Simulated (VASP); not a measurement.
Wanted: the native input for a VASP 6.6.1 run.

```yaml
Task: relaxation of cell and atoms
Functional: PBE
Potentials_or_basis: VASP PAW PBE potentials, release 64 (Zr_sv, Ti_sv, B)
Cutoff: 600 eV
k_mesh: 4 × 4 × 5
Occupations: gaussian, width 0.2 eV
Spin: no spin polarisation
Dipole_correction: no
Further_INCAR_settings: ALGO = Normal; EDIFF = 1e-06; IBRION = 2; EDIFFG = -0.08; NSW = 36; ISIF = 3
```

The structure of ZrTi2B3 lies in POSCAR:

```
ZrTi2B3
1.0
    4.7146306300      0.0000000000      0.0000000000
   -2.3573153200      4.0829899000      0.0000000000
    0.0000000000      0.0000000000      3.3114130100
Zr Ti B
1 2 3
Direct
    0.0000000000      0.0000000000      0.8888130200
    0.6666666700      0.3333333300      0.9631379800
    0.3333333300      0.6666666700      0.9631379800
    0.5000000000      0.5000000000      0.4595159900
    0.5000000000      0.0000000000      0.4595159900
    0.0000000000      0.5000000000      0.4595159900
```

One way to write it, as run:

INCAR

```
SYSTEM = ZrTi2B3
PREC = Accurate ; ENCUT = 600
EDIFF = 1E-6 ; ISMEAR = 0
SIGMA = 0.2 ; LREAL = .FALSE.
LASPH = .TRUE. ; NELM = 80
ALGO = Normal ; ISIF = 3
LWAVE = .FALSE. ; LCHARG = .FALSE.
GGA = PE ; IBRION = 2
NSW = 36 ; EDIFFG = -0.08
```

KPOINTS

```
Automatic mesh
0
G
  4 4 5
  0 0 0
```

Potentials or basis: VASP PAW PBE potentials, release 64 (Zr_sv, Ti_sv, B).

Launch:

```console
$ cat potpaw_PBE.64/Zr_sv/POTCAR potpaw_PBE.64/Ti_sv/POTCAR potpaw_PBE.64/B/POTCAR > POTCAR
$ mpirun -np 1 vasp_std > vasp.out
```

It gave:

```json
{
 "Relaxed volume": "12.52 Å³/atom",
 "Relaxed cell": "a = 4.957 Å, b = 4.957 Å, c = 3.528 Å, α = 90.00°, β = 90.00°, γ = 120.00°",
 "Space group after relaxing (to 0.05 Å)": "P6mm (No. 183)",
 "Energy gained by relaxing": "585.7 meV/atom",
 "Ionic steps": "25",
 "Pressure after relaxing": "-0.1 GPa",
 "Largest force after relaxing": "0.073 eV/Å"
}
```

Caveat: the k points lie up to 0.37 Å⁻¹ apart in the final cell; the volume moved by over 15 % at a fixed basis, so the end points are rough; the relaxation stopped at a loose force limit of 0.08 eV/Å, so its end isn't a converged minimum.

It took 7.8 min on 1 thread of Intel(R) Xeon(R) Platinum 8375C CPU @ 2.90GHz (Ice Lake) (shared host), peak memory 0.22 GiB.
